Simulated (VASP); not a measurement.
# HgTe (Coloradoite) (F-43m) in VASP: settings compared

HgTe (Coloradoite) is run at these levels: r2SCAN, PBE, PBEsol, revPBE, BLYP; tasks: single point.

All numbers are computed with VASP 6.6.1; they aren't measurements. Logs are shortened: lines on timing, memory, paths and dates and some standing lists are left out, and cuts for length are marked.

## (1) The cell of the first run

Symmetry: F-43m, No. 216, cubic system. Conventional cell: a = 6.429 Å, b = 6.429 Å, c = 6.429 Å, α = 90.00°, β = 90.00°, γ = 90.00°. Hg (site symmetry -43m) has 4 Te at 2.78 Å within 3.7 Å. Te (site symmetry -43m) has 4 Hg at 2.78 Å within 3.7 Å.

## (2) Single point, r2SCAN

Input file POSCAR:

```
HgTe
1.0
    0.0000000000      3.2145000000      3.2145000000
    3.2145000000      0.0000000000      3.2145000000
    3.2145000000      3.2145000000      0.0000000000
Hg Te
1 1
Direct
    0.0000000000      0.0000000000      0.0000000000
    0.7500000000      0.7500000000      0.7500000000
```

Input file INCAR.step1:

```
SYSTEM = HgTe
  ALGO = Normal
  EDIFF = 1E-4
  ENCUT = 520
  GGA = PE
  ISMEAR = -1
  LASPH = .True.
  LCHARG = .False.
  LREAL = .False.
  LWAVE = .True.
  NBANDS = 16
  NELM = 60
  PREC = Accurate
  SIGMA = 0.05
```

Input file INCAR.step2:

```
SYSTEM = HgTe
  ALGO = Normal
  EDIFF = 1E-6
  ENCUT = 520
  ISIF = 2
  ISMEAR = -1
  ISTART = 1
  LASPH = .True.
  LCHARG = .False.
  LMIXTAU = .True.
  LREAL = .False.
  LWAVE = .False.
  METAGGA = R2SCAN
  NBANDS = 16
  NELM = 60
  PREC = Accurate
  SIGMA = 0.05
```

Input file KPOINTS:

```
k-points
0
Gamma
  7 7 7
  0 0 0
```

Potentials or basis: VASP PAW PBE potentials, release 64 (Hg, Te).

Started as:

```
$ cat potpaw_PBE.64/Hg/POTCAR potpaw_PBE.64/Te/POTCAR > POTCAR
$ cp INCAR.step1 INCAR
$ mpirun -np 1 vasp_std > vasp.out
$ cp INCAR.step2 INCAR
$ mpirun -np 1 vasp_std > vasp.out
```

OUTCAR:

```text
SYSTEM = HgTe
   EDIFF = 1E-6
   ENCUT = 520
   ISIF = 2
   ISMEAR = -1
   ISTART = 1
   LASPH = .True.
   LREAL = .False.
   METAGGA = R2SCAN
   NELM = 60
   PREC = Accurate

 ion  position               nearest neighbor table
   1  0.000  0.000  0.000-   2 2.78   2 2.78   2 2.78   2 2.78
   2  0.750  0.750  0.750-   1 2.78   1 2.78   1 2.78   1 2.78

  LATTYP: Found a face centered cubic cell.
 ALAT       =     6.4290000000

  Lattice vectors:

 A1 = (   0.0000000000,   3.2145000000,   3.2145000000)
 A2 = (   3.2145000000,   0.0000000000,   3.2145000000)
 A3 = (   3.2145000000,   3.2145000000,   0.0000000000)

Analysis of symmetry for initial positions (statically):
=====================================================================
 Subroutine PRICEL returns:
 Original cell was already a primitive cell.

 Routine SETGRP: Setting up the symmetry group for a
 face centered cubic supercell.

 Subroutine GETGRP returns: Found 24 space group operations
 (whereof 24 operations were pure point group operations)
 out of a pool of 48 trial point group operations.

The static configuration has the point symmetry T_d .

Analysis of symmetry for dynamics (positions and initial velocities):
=====================================================================
 Subroutine PRICEL returns:
 Original cell was already a primitive cell.

 Routine SETGRP: Setting up the symmetry group for a
 face centered cubic supercell.

 Subroutine GETGRP returns: Found 24 space group operations
 (whereof 24 operations were pure point group operations)
 out of a pool of 48 trial point group operations.

The dynamic configuration has the point symmetry T_d .

 Subroutine INISYM returns: Found 24 space group operations
 (whereof 24 operations are pure point group operations),
 and found     1 'primitive' translations

----------------------------------------------------------------------------------------

                                     Primitive cell

  volume of cell :      66.4309

  direct lattice vectors                    reciprocal lattice vectors
     0.000000000  3.214500000  3.214500000    -0.155545186  0.155545186  0.155545186
     3.214500000  0.000000000  3.214500000     0.155545186 -0.155545186  0.155545186
     3.214500000  3.214500000  0.000000000     0.155545186  0.155545186 -0.155545186

  length of vectors
     4.545989496  4.545989496  4.545989496     0.269412165  0.269412165  0.269412165

  position of ions in fractional coordinates (direct lattice)
     0.000000000  0.000000000  0.000000000
     0.750000000  0.750000000  0.750000000

  ion indices of the primitive-cell ions
   primitive index   ion index
                 1           1
                 2           2

----------------------------------------------------------------------------------------

 KPOINTS: k-points

Automatic generation of k-mesh.
 Grid dimensions read from file:
 generate k-points for:    7    7    7

 Generating k-lattice:

  Cartesian coordinates                     Fractional coordinates (reciprocal lattice)
    -0.022220741  0.022220741  0.022220741     0.142857143  0.000000000  0.000000000
     0.022220741 -0.022220741  0.022220741     0.000000000  0.142857143  0.000000000
     0.022220741  0.022220741 -0.022220741     0.000000000  0.000000000  0.142857143

  Length of vectors
     0.038487452  0.038487452  0.038487452

  Shift w.r.t. Gamma in fractional coordinates (k-lattice)
     0.000000000  0.000000000  0.000000000

 Subroutine IBZKPT returns following result:
 ===========================================

 Found     20 irreducible k-points:

 Following reciprocal coordinates:
            Coordinates               Weight
  0.000000  0.000000  0.000000      1.000000
  0.142857  0.000000  0.000000      8.000000
  0.285714  0.000000  0.000000      8.000000
  0.428571  0.000000  0.000000      8.000000
  0.142857  0.142857  0.000000      6.000000
  0.285714  0.142857  0.000000     24.000000
[... 12 lines left out ...]
 -0.428571  0.428571  0.142857     24.000000
 -0.285714  0.428571  0.142857     24.000000
   k-points           NKPTS =     20   k-points in BZ     NKDIM =     20   number of bands    NBANDS=     16
   number of dos      NEDOS =    301   number of ions     NIONS =      2
   total plane-waves  NPLWV =  46656
   dimension x,y,z NGX =    36 NGY =   36 NGZ =   36
   dimension x,y,z NGXF=    72 NGYF=   72 NGZF=   72
   ions per type =               1   1
   NGX,Y,Z   is equivalent  to a cutoff of  13.17, 13.17, 13.17 a.u.
   NGXF,Y,Z  is equivalent  to a cutoff of  26.33, 26.33, 26.33 a.u.
 SYSTEM =  HgTe
   PREC   = accura    normal or accurate (medium, high low for compatibility)
   ISTART =      1    job   : 0-new  1-cont  2-samecut
   ICHARG =      0    charge: 1-file 2-atom 10-const
   ISPIN  =      1    spin polarized calculation?
   LNONCOLLINEAR =      F non collinear calculations
   LSORBIT =      F    spin-orbit coupling
   LASPH  =      T    aspherical Exc in radial PAW
   ENCUT  =  520.0 eV  38.22 Ry    6.18 a.u.   8.45  8.45  8.45*2*pi/ulx,y,z
   NELM   =     60;   NELMIN=  2; NELMDL=  0     # of ELM steps
   EDIFF  = 0.1E-05   stopping-criterion for ELM
   LREAL  =      F    real-space projection
   EDIFFG = 0.1E-04   stopping-criterion for IOM
   NSW    =      0    number of steps for IOM
   IBRION =     -1    ionic relax: 0-MD 1-quasi-New 2-CG
   NFREE  =      0    steps in history (QN), initial steepest desc. (CG)
   ISIF   =      2    stress and relaxation
   ISYM   =      2    0-nonsym 1-usesym 2-fastsym
   POTIM  = 0.5000    time-step for ionic-motion
   TEBEG  =    0.0;   TEEND  =   0.0 temperature during run
   PSTRESS=    0.0 pullay stress
   NELECT =      18.0000    total number of electrons
   NUPDOWN=      -1.0000    fix difference up-down
   EMIN   =  10.00;   EMAX   =-10.00  energy-range for DOS
   EFERMI =   0.00;   METHOD = LEGACY
   ISMEAR =    -1;   SIGMA  =   0.05  broadening in eV -4-tet -1-fermi 0-gaus
   EFERMI_NEDOS =   21; number of points for ismear=-14 and -15
   IALGO  =     38    algorithm
   IMIX   =      4    mixing-type and parameters
     AMIX     =   0.40;   BMIX     =  1.00
     AMIX_MAG =   1.60;   BMIX_MAG =  1.00
  volume/ion in A,a.u.               =      33.22       224.15
  Fermi-wavevector in a.u.,A,eV,Ry     =   1.059357  2.001894 15.268958  1.122237
  Thomas-Fermi vector in A             =   2.194699
   LORBIT       =      0    0 simple, 1 ext, 2 COOP (PROOUT), +10 PAW based schemes
   METAGGA = R2SCAN    functional components
   LHFCALC =     F    Hartree Fock is set to
   AEXX    =    0.0000 exact exchange contribution
   IVDW    =     0    specifies the selected vdW correction
   LEPSILON=     F    determine dielectric tensor
   LRPA    =     F    only Hartree local field effects (RPA)
 non-spin polarized calculation
  energy-cutoff  :      520.00
  volume of cell :       66.43
 maximum number of plane-waves:      1808
 NGX is ok and might be reduce to    36
   NGX = 17   NGY = 17   NGZ = 17

 number of electron      18.0000000 magnetization

 Free energy of the ion-electron system (eV)
  ---------------------------------------------------
  ext. energy  EPLUGINS =         0.00000000
  ---------------------------------------------------
  free energy    TOTEN  =       -75.11485402 eV

  energy without entropy =      -75.11418027  energy(sigma->0) =      -75.11451714

 E-fermi :   3.0892     XC(G=0):  -9.3961

 val. band max:        3.0494648102   @ k =   0.0000   0.0000   0.0000
 cond. band min:       4.0267073347   @ k =   0.4286   0.0000   0.0000
 fundamental gap:      0.9772425244
 Fermi energy:         3.0892434371

 k-point     1 :       0.0000    0.0000    0.0000
  band No.  band energies     occupation
      1      -9.4859      2.00000
      2      -4.6965      2.00000
      3      -4.6965      2.00000
      4      -4.6965      2.00000
      5      -4.1011      2.00000
      6      -4.1011      2.00000
[... 8 lines left out ...]
     15      13.1109      0.00000
     16      13.1109      0.00000

 k-point     2 :       0.1429    0.0000    0.0000
  band No.  band energies     occupation
      1      -9.3777      2.00000
      2      -4.6663      2.00000
      3      -4.6663      2.00000
      4      -4.6529      2.00000
      5      -4.1037      2.00000
      6      -4.1037      2.00000
[... 8 lines left out ...]
     15      12.1518      0.00000
     16      12.1518      0.00000

 k-point     3 :       0.2857    0.0000    0.0000
  band No.  band energies     occupation
      1      -9.1196      2.00000
      2      -4.6044      2.00000
      3      -4.6044      2.00000
      4      -4.4464      2.00000
      5      -4.0995      2.00000
      6      -4.0995      2.00000
[... 8 lines left out ...]
     15      12.1221      0.00000
     16      12.1221      0.00000

 k-point     4 :       0.4286    0.0000    0.0000
  band No.  band energies     occupation
      1      -8.8967      2.00000
      2      -4.5639      2.00000
      3      -4.5639      2.00000
      4      -4.0824      2.00000
      5      -4.0824      2.00000
      6      -3.9536      2.00000
[... 8 lines left out ...]
     15      13.2455      0.00000
     16      13.2455      0.00000
[... 248 lines left out ...]
 k-point    18 :      -0.4286    0.2857    0.1429
  band No.  band energies     occupation
      1      -8.7573      2.00000
      2      -4.5006      2.00000
      3      -4.4689      2.00000
      4      -4.1821      2.00000
      5      -4.0886      2.00000
      6      -3.7726      2.00000
[... 8 lines left out ...]
     15      13.5032      0.00000
     16      14.1502      0.00000

 k-point    19 :      -0.4286    0.4286    0.1429
  band No.  band energies     occupation
      1      -8.6815      2.00000
      2      -4.4683      2.00000
      3      -4.3939      2.00000
      4      -4.2692      2.00000
      5      -4.0658      2.00000
      6      -3.6553      2.00000
[... 8 lines left out ...]
     15      14.3675      0.00000
     16      14.8283      0.00000

 k-point    20 :      -0.2857    0.4286    0.1429
  band No.  band energies     occupation
      1      -8.6624      2.00000
      2      -4.4622      2.00000
      3      -4.4053      2.00000
      4      -4.1769      2.00000
      5      -4.1153      2.00000
      6      -3.4891      2.00000
[... 8 lines left out ...]
     15      13.6985      0.00000
     16      15.5277      0.00000

------------------------ aborting loop because EDIFF is reached ----------------------------------------

  FORCE on cell =-STRESS in cart. coord.  units (eV):
  Direction    XX          YY          ZZ          XY          YZ          ZX
  --------------------------------------------------------------------------------------
  -------------------------------------------------------------------------------------
  Total        1.3536131      1.3536131      1.3536131      0.0000000     -0.0000000      0.0000000
  in kB       32.6463670     32.6463670     32.6463670      0.0000000     -0.0000000      0.0000000
  external PRESSURE =      32.6463670 kB  Pullay stress =       0.0000000 kB

 VOLUME and BASIS-vectors are now :
 -----------------------------------------------------------------------------
  energy-cutoff  :      520.00
  volume of cell :       66.43
      direct lattice vectors                 reciprocal lattice vectors
     0.000000000  3.214500000  3.214500000    -0.155545186  0.155545186  0.155545186
     3.214500000  0.000000000  3.214500000     0.155545186 -0.155545186  0.155545186
     3.214500000  3.214500000  0.000000000     0.155545186  0.155545186 -0.155545186

 POSITION                                       TOTAL-FORCE (eV/Angst)
 -----------------------------------------------------------------------------------
      0.00000      0.00000      0.00000        -0.000000     -0.000000     -0.000000
      4.82175      4.82175      4.82175         0.000000      0.000000      0.000000
 -----------------------------------------------------------------------------------
    total drift:                                0.000000      0.000000      0.000000

  FREE ENERGIE OF THE ION-ELECTRON SYSTEM (eV)
  ---------------------------------------------------
  free  energy   TOTEN  =       -75.1148540157 eV

  energy  without entropy=      -75.1141802682  energy(sigma->0) =      -75.11451714
```

It took 2 min on 1 thread of Intel Xeon 8259CL, shared host; peak memory 0.22 GiB.

Results:

```
Free energy            : -75.1149 eV
Pressure               : 3.3 GPa
Band gap on the k mesh : zero (filled and empty bands touch)
```

Levels at points of the mesh, in eV from the Fermi level:
| k point | band 5 | band 6 | band 7 | band 8 | band 9 | band 10 | band 11 | band 12 | band 13 | band 14 |
| --- | --- | --- | --- | --- | --- | --- | --- | --- | --- | --- |
| (0.00, 0.00, 0.00) | -7.19 | -7.19 | -0.41 | -0.04 | -0.04 | -0.04 | 4.49 | 4.49 | 4.49 | 6.77 |

Caveat: the PAW data sets were made with another functional, which shifts forces and pressure a little; spin-orbit coupling is left out, which moves the levels of the heavy elements.

(Continued in part 2 of 3.)
